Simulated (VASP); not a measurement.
## Bi3H: single point with PBE

Crystal: Bi3H.

```
Bi H
1.0
     7.60372    0.00000    0.00000
    -3.80186    6.58501    0.00000
     0.00000    0.00000    4.26339
Bi H
6 2
Cartesian
  3.8019 4.0876 1.0658
  -1.6390 5.3363 3.1975
  2.1628 1.2487 1.0658
  0.0000 2.4974 3.1975
  5.4409 1.2487 1.0658
  1.6390 5.3363 3.1975
  0.0000 4.3900 1.0658
  3.8019 2.1950 3.1975
```

```yaml
Program: VASP 6.6.1
Task: single point
Functional: PBE
Potentials_or_basis: VASP PAW PBE potentials, release 64 (Bi_d, H)
Cutoff: 520 eV
k_mesh: 6 × 6 × 10
Occupations: gaussian, width 0.1 eV
Spin: no spin polarisation
```

```yaml
Pressure: -0.1 GPa
Band_gap_on_the_k_mesh: zero (bands 46 and 47 overlap by 2.70 eV)
```

Levels at points of the mesh, in eV from the Fermi level:
| k point | band 42 | band 43 | band 44 | band 45 | band 46 | band 47 | band 48 | band 49 | band 50 | band 51 |
| --- | --- | --- | --- | --- | --- | --- | --- | --- | --- | --- |
| (0.00, 0.00, 0.00) | -1.13 | -0.95 | -0.95 | -0.38 | -0.02 | -0.02 | 1.14 | 1.88 | 1.88 | 1.94 |
| (0.50, 0.00, 0.00) | -1.27 | -1.06 | -0.69 | -0.43 | -0.23 | 0.43 | 0.63 | 0.97 | 1.74 | 2.23 |
| (0.00, 0.00, 0.50) | -3.84 | -2.97 | -2.97 | 1.27 | 1.27 | 2.03 | 2.03 | 2.03 | 2.03 | 2.78 |
| (0.50, 0.00, 0.50) | -2.80 | -1.56 | -1.56 | -1.40 | -1.40 | -0.52 | -0.52 | 0.89 | 0.89 | 2.12 |

It took 6.7 min on 1 thread of AMD EPYC 7R13 Processor (Zen 3), with other jobs on the host, peak memory 0.52 GiB.

Caveat: spin-orbit coupling is left out, which moves the levels of the heavy elements.
